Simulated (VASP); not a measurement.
# Si7N8O2 in VASP: further runs

Runs on Si7N8O2. Level: PBE. Tasks: single point.

Everything below comes from runs of VASP 6.6.1. Logs are shortened: lines on timing, memory, paths and dates and some standing lists are left out, and cuts for length are marked.

## (1) The cell of the first run

The cell holds an amorphous packing of atoms, 17 atoms: a = 5.840 Å, b = 6.038 Å, c = 5.822 Å, α = 88.10°, β = 87.88°, γ = 88.77°.

## (2) Single point, PBE

File INCAR:

```
SYSTEM = Si7N8O2
ALGO = Normal ; EDIFF = 1E-6
ENCUT = 520 ; GGA = PE
ISIF = 2 ; ISMEAR = -1
ISYM = 0 ; LASPH = .TRUE.
LCHARG = .FALSE. ; LREAL = Auto
LWAVE = .FALSE. ; NBANDS = 54
NELM = 100 ; PREC = Accurate
SIGMA = 0.3447
```

File KPOINTS:

```
Automatic mesh
0
Gamma
  1 1 1
  0.25 0.25 0.25
```

File POSCAR:

```
Si7N8O2
1.0
    5.8386290000      0.0627810000      0.1075870000
    0.0627810000      6.0367170000      0.0979630000
    0.1075870000      0.0979630000      5.8205090000
Si N O
7 8 2
Direct
    0.8414350930      1.6135977244      0.2615686444
    0.5433579715      0.4774522163      0.9571831423
    0.8209680196      1.0054224994      0.7771374135
    0.3107351837      0.8001237026      0.5399628135
    0.2107587196      0.9461638903      0.9499373763
   -0.0039345513      0.2453797366      0.4845399554
    0.6447498039      1.0367290724      0.3762741734
    0.8423292102      0.8808980092      0.0558858195
    0.3124856724      0.6622044894      0.8408658187
    1.0809933549      0.5516757115      0.5206864830
    0.7437334743      0.2781006031      0.6697531740
    0.1618838611      1.0287506225      0.6868041788
    0.3757352942      1.1262663086      0.0365647301
    0.1433057915      0.7036994464      1.3109919856
    0.3032989709      1.2089478242      0.2739167344
    0.7564123859      0.3980937969      0.1074291609
    0.7209882617      0.8063121371      0.5162607394
```

Potentials or basis: VASP PAW PBE potentials, release 64 (Si, N, O).

On the command line:

```sh
cat potpaw_PBE.64/Si/POTCAR potpaw_PBE.64/N/POTCAR potpaw_PBE.64/O/POTCAR > POTCAR
mpirun -np 1 vasp_std > vasp.out
```

OUTCAR:

```text
SYSTEM = Si7N8O2
   EDIFF = 1E-6
   ENCUT = 520
   GGA = PE
   ISIF = 2
   ISMEAR = -1
   ISYM = 0
   LASPH = .TRUE.
   LREAL = Auto
   NELM = 100
   PREC = Accurate

 ion  position               nearest neighbor table
   1  0.841  0.614  0.262-  16 1.70  14 1.89   8 1.98  17 2.01  10 2.11   2 2.69   6 2.69   7 2.87

   2  0.543  0.477  0.957-  16 1.60   9 1.86  11 2.36  13 2.38   1 2.69
   3  0.821  0.005  0.777-   8 1.77  11 1.80  12 2.05  17 2.08   6 2.41   5 2.54   7 2.59
   4  0.311  0.800  0.540-  14 1.80  12 1.83   9 1.91  10 2.04  17 2.40   7 2.58   5 2.61
   5  0.211  0.946  0.950-  13 1.58  12 1.63   9 1.92   8 2.26   3 2.54   4 2.61
   6  0.996  0.245  0.485-  11 1.80  10 1.95  12 1.99  15 2.15   3 2.41   7 2.54   1 2.69
   7  0.645  0.037  0.376-  17 1.65  15 2.32   8 2.37  11 2.38   6 2.54   4 2.58   3 2.59   1 2.87

   8  0.842  0.881  0.056-   3 1.77   1 1.98   5 2.26   7 2.37
   9  0.312  0.662  0.841-   2 1.86   4 1.91   5 1.92
  10  0.081  0.552  0.521-  14 1.54   6 1.95   4 2.04   1 2.11
  11  0.744  0.278  0.670-   3 1.80   6 1.80   2 2.36   7 2.38
  12  0.162  0.029  0.687-   5 1.63   4 1.83   6 1.99   3 2.05
  13  0.376  0.126  0.037-  15 1.53   5 1.58   2 2.38
  14  0.143  0.704  0.311-  10 1.54   4 1.80   1 1.89
  15  0.303  0.209  0.274-  13 1.53   6 2.15   7 2.32
  16  0.756  0.398  0.107-   2 1.60   1 1.70
  17  0.721  0.806  0.516-   7 1.65   1 2.01   3 2.08   4 2.40

IMPORTANT INFORMATION: All symmetrisations will be switched off!
NOSYMM: (Re-)initialisation of all symmetry stuff for point group C_1.

----------------------------------------------------------------------------------------

                                     Primitive cell

  volume of cell :     205.0030

  direct lattice vectors                    reciprocal lattice vectors
     5.838629000  0.062781000  0.107587000     0.171349524 -0.001731086 -0.003138110
     0.062781000  6.036717000  0.097963000    -0.001731086  0.165715698 -0.002757107
     0.107587000  0.097963000  5.820509000    -0.003138110 -0.002757107  0.171910689

  length of vectors
     5.839957621  6.037838218  5.822327432     0.171387000  0.165747673  0.171961433

  position of ions in fractional coordinates (direct lattice)
     0.841435093  0.613597724  0.261568644
     0.543357972  0.477452216  0.957183142
     0.820968020  0.005422499  0.777137414
     0.310735184  0.800123703  0.539962813
     0.210758720  0.946163890  0.949937376
     0.996065449  0.245379737  0.484539955
     0.644749804  0.036729072  0.376274173
     0.842329210  0.880898009  0.055885819
     0.312485672  0.662204489  0.840865819
     0.080993355  0.551675712  0.520686483
     0.743733474  0.278100603  0.669753174
     0.161883861  0.028750622  0.686804179
     0.375735294  0.126266309  0.036564730
     0.143305791  0.703699446  0.310991986
     0.303298971  0.208947824  0.273916734
     0.756412386  0.398093797  0.107429161
     0.720988262  0.806312137  0.516260739

  ion indices of the primitive-cell ions
   primitive index   ion index
                 1           1
                 2           2
                 3           3
                 4           4
                 5           5
                 6           6
                 7           7
                 8           8
                 9           9
                10          10
                11          11
                12          12
                13          13
                14          14
                15          15
                16          16
                17          17

----------------------------------------------------------------------------------------

 KPOINTS: Automatic mesh

Automatic generation of k-mesh.
 Grid dimensions read from file:
 generate k-points for:    1    1    1

 Generating k-lattice:

  Cartesian coordinates                     Fractional coordinates (reciprocal lattice)
     0.171349524 -0.001731086 -0.003138110     1.000000000 -0.000000000  0.000000000
    -0.001731086  0.165715698 -0.002757107    -0.000000000  1.000000000 -0.000000000
    -0.003138110 -0.002757107  0.171910689     0.000000000  0.000000000  1.000000000

  Length of vectors
     0.171387000  0.165747673  0.171961433

  Shift w.r.t. Gamma in fractional coordinates (k-lattice)
     0.250000000  0.250000000  0.250000000

 Subroutine IBZKPT returns following result:
 ===========================================

 Found      1 irreducible k-points:

 Following reciprocal coordinates:
            Coordinates               Weight
  0.250000  0.250000  0.250000      2.000000
   k-points           NKPTS =      1   k-points in BZ     NKDIM =      1   number of bands    NBANDS=     54
   number of dos      NEDOS =    301   number of ions     NIONS =     17
   total plane-waves  NPLWV = 110592
   dimension x,y,z NGX =    48 NGY =   48 NGZ =   48
   dimension x,y,z NGXF=    96 NGYF=   96 NGZF=   96
   ions per type =               7   8   2
   NGX,Y,Z   is equivalent  to a cutoff of  13.66, 13.22, 13.71 a.u.
   NGXF,Y,Z  is equivalent  to a cutoff of  27.33, 26.43, 27.41 a.u.
 SYSTEM =  Si7N8O2
   PREC   = accura    normal or accurate (medium, high low for compatibility)
   ISTART =      0    job   : 0-new  1-cont  2-samecut
   ICHARG =      2    charge: 1-file 2-atom 10-const
   ISPIN  =      1    spin polarized calculation?
   LNONCOLLINEAR =      F non collinear calculations
   LSORBIT =      F    spin-orbit coupling
   LASPH  =      T    aspherical Exc in radial PAW
   ENCUT  =  520.0 eV  38.22 Ry    6.18 a.u.  10.86 11.23 10.83*2*pi/ulx,y,z
   NELM   =    100;   NELMIN=  2; NELMDL= -5     # of ELM steps
   EDIFF  = 0.1E-05   stopping-criterion for ELM
   LREAL  =      T    real-space projection
   EDIFFG = 0.1E-04   stopping-criterion for IOM
   NSW    =      0    number of steps for IOM
   IBRION =     -1    ionic relax: 0-MD 1-quasi-New 2-CG
   NFREE  =      0    steps in history (QN), initial steepest desc. (CG)
   ISIF   =      2    stress and relaxation
   ISYM   =      0    0-nonsym 1-usesym 2-fastsym
   POTIM  = 0.5000    time-step for ionic-motion
   TEBEG  =    0.0;   TEEND  =   0.0 temperature during run
   PSTRESS=    0.0 pullay stress
   NELECT =      80.0000    total number of electrons
   NUPDOWN=      -1.0000    fix difference up-down
   EMIN   =  10.00;   EMAX   =-10.00  energy-range for DOS
   EFERMI =   0.00;   METHOD = LEGACY
   ISMEAR =    -1;   SIGMA  =   0.34  broadening in eV -4-tet -1-fermi 0-gaus
   EFERMI_NEDOS =   21; number of points for ismear=-14 and -15
   IALGO  =     38    algorithm
   IMIX   =      4    mixing-type and parameters
     AMIX     =   0.40;   BMIX     =  1.00
     AMIX_MAG =   1.60;   BMIX_MAG =  1.00
  volume/ion in A,a.u.               =      12.06        81.38
  Fermi-wavevector in a.u.,A,eV,Ry     =   1.196331  2.260738 19.472770  1.431208
  Thomas-Fermi vector in A             =   2.332274
   LORBIT       =      0    0 simple, 1 ext, 2 COOP (PROOUT), +10 PAW based schemes
   GGA     = PE    functional components
   LHFCALC =     F    Hartree Fock is set to
   AEXX    =    0.0000 exact exchange contribution
   IVDW    =     0    specifies the selected vdW correction
   LEPSILON=     F    determine dielectric tensor
   LRPA    =     F    only Hartree local field effects (RPA)
 non-spin polarized calculation
  energy-cutoff  :      520.00
  volume of cell :      205.00
 maximum number of plane-waves:      5522
 NGX is ok and might be reduce to    48
   NGX = 21   NGY = 23   NGZ = 21

 number of electron      79.9999998 magnetization

 Free energy of the ion-electron system (eV)
  ---------------------------------------------------
  ext. energy  EPLUGINS =         0.00000000
  ---------------------------------------------------
  free energy    TOTEN  =      -109.33721052 eV

  energy without entropy =     -107.40181005  energy(sigma->0) =     -108.36951029

 E-fermi :   6.5960     XC(G=0): -10.2751

 val. band max:        6.3344645478   @ k =   0.2500   0.2500   0.2500
 cond. band min:       7.0351876183   @ k =   0.2500   0.2500   0.2500
 fundamental gap:      0.7007230705
 Fermi energy:         6.5959738422

 k-point     1 :       0.2500    0.2500    0.2500
  band No.  band energies     occupation
      1     -16.0307      2.00000
      2     -15.2295      2.00000
      3     -12.8598      2.00000
      4     -12.2243      2.00000
      5     -11.4271      2.00000
      6     -10.1057      2.00000
      7      -9.4983      2.00000
      8      -9.1161      2.00000
      9      -6.3771      2.00000
     10      -5.7440      2.00000
     11      -4.6332      2.00000
     12      -3.5144      2.00000
     13      -3.1079      2.00000
     14      -2.8268      2.00000
     15      -2.2522      2.00000
     16      -1.9702      2.00000
     17      -1.7077      2.00000
     18      -1.1957      2.00000
     19      -0.8136      2.00000
     20      -0.5474      2.00000
     21      -0.2070      2.00000
     22       0.0740      2.00000
     23       0.3086      2.00000
     24       0.6386      2.00000
     25       0.7963      2.00000
     26       1.2205      2.00000
     27       1.4815      2.00000
     28       1.7490      2.00000
     29       1.9673      2.00000
     30       2.2417      1.99999
     31       2.4712      1.99999
     32       2.7530      1.99997
     33       3.0537      1.99993
     34       3.3626      1.99983
     35       4.0769      1.99866
     36       4.6355      1.99325
     37       5.0448      1.97803
     38       5.6004      1.89454
     39       5.9557      1.73001
     40       6.3345      1.36212
     41       7.0352      0.43708
     42       7.1579      0.32762
     43       7.3396      0.20729
     44       7.8833      0.04665
     45       8.1522      0.02165
     46       8.9293      0.00229
     47       9.4148      0.00056
     48       9.6023      0.00033
     49       9.9743      0.00011
     50      10.2286      0.00005
     51      10.4044      0.00003
     52      10.6107      0.00002
 [bands above 52 left out]

------------------------ aborting loop because EDIFF is reached ----------------------------------------

  FORCE on cell =-STRESS in cart. coord.  units (eV):
  Direction    XX          YY          ZZ          XY          YZ          ZX
  --------------------------------------------------------------------------------------
  -------------------------------------------------------------------------------------
  Total       -6.9352245    -10.0554538      8.4884765      1.7058972     -0.8179288     13.8067182
  in kB      -54.2014447    -78.5872353     66.3407052     13.3322421     -6.3924276    107.9048082
  external PRESSURE =     -22.1493249 kB  Pullay stress =       0.0000000 kB

 VOLUME and BASIS-vectors are now :
 -----------------------------------------------------------------------------
  energy-cutoff  :      520.00
  volume of cell :      205.00
      direct lattice vectors                 reciprocal lattice vectors
     5.838629000  0.062781000  0.107587000     0.171349524 -0.001731086 -0.003138110
     0.062781000  6.036717000  0.097963000    -0.001731086  0.165715698 -0.002757107
     0.107587000  0.097963000  5.820509000    -0.003138110 -0.002757107  0.171910689

 POSITION                                       TOTAL-FORCE (eV/Angst)
 -----------------------------------------------------------------------------------
      4.97949      3.78257      1.67310         3.093142      3.265074      0.936833
      3.30542      3.01012      5.67652        -4.315527     -1.385443     -3.334423
      4.87728      0.16041      4.61219        -0.330205     -0.947829      1.585415
      1.92259      4.90253      3.25467        -1.832416     -0.582489     -0.354939
      1.39214      5.81801      5.64448        -1.816479     -5.878598      1.735148
      5.88319      1.59129      2.95147         3.160304      1.807009     -0.754747
      3.80724      0.29906      2.26307        -1.481041      2.575395     -2.157063
      4.97936      5.37609      0.50220         0.358050      0.816222     -1.576354
      1.95653      4.09953      4.99276         2.390217      0.897308      1.064023
      0.56354      3.38640      3.09342        -1.575760     -2.701170     -1.050628
      4.43190      1.79112      4.00556        -0.746922     -1.530160      1.485026
      1.02088      0.25100      4.01778        -3.908244      0.983953     -4.112917
      2.20564      0.78940      0.26562         1.710918      4.803031      3.697124
      0.91435      4.28750      1.89449         0.065072     -0.830963      0.101415
      1.81344      1.30723      1.64743         2.176992     -0.621335     -0.677637
      4.45296      2.46119      0.74567         1.766611      0.680387      1.140271
      4.31575      4.96332      3.16146         1.285287     -1.350393      2.273453
 -----------------------------------------------------------------------------------
    total drift:                                0.002690     -0.002668     -0.000385

  FREE ENERGIE OF THE ION-ELECTRON SYSTEM (eV)
  ---------------------------------------------------
  free  energy   TOTEN  =      -109.3372105243 eV

  energy  without entropy=     -107.4018100538  energy(sigma->0) =     -108.36951029
```

Run time: 42 s. Hardware: 1 thread of Intel Xeon 6975P-C, shared host; peak memory 0.32 GiB.

Results:

- Free energy: -109.3372 eV
- Pressure: -2.2 GPa
- Largest force: 6.393 eV/Å
- Band gap on the k mesh: 0.70 eV

Forces in eV/Å, atoms in the order of the input:
```
Si   3.093  3.265  0.937
Si  -4.316 -1.385 -3.334
Si  -0.330 -0.948  1.585
Si  -1.832 -0.582 -0.355
Si  -1.816 -5.879  1.735
Si   3.160  1.807 -0.755
Si  -1.481  2.575 -2.157
N    0.358  0.816 -1.576
N    2.390  0.897  1.064
N   -1.576 -2.701 -1.051
N   -0.747 -1.530  1.485
N   -3.908  0.984 -4.113
N    1.711  4.803  3.697
N    0.065 -0.831  0.101
N    2.177 -0.621 -0.678
O    1.767  0.680  1.140
O    1.285 -1.350  2.273
```

Levels at points of the mesh, in eV from the valence-band top:
```csv
k point,band 36,band 37,band 38,band 39,band 40,band 41,band 42,band 43,band 44,band 45
"(0.25, 0.25, 0.25)",-1.70,-1.29,-0.73,-0.38,0.00,0.70,0.82,1.01,1.55,1.82
```

Caveat: the k points lie up to 1.08 Å⁻¹ apart.

[end of part 1 of 3]
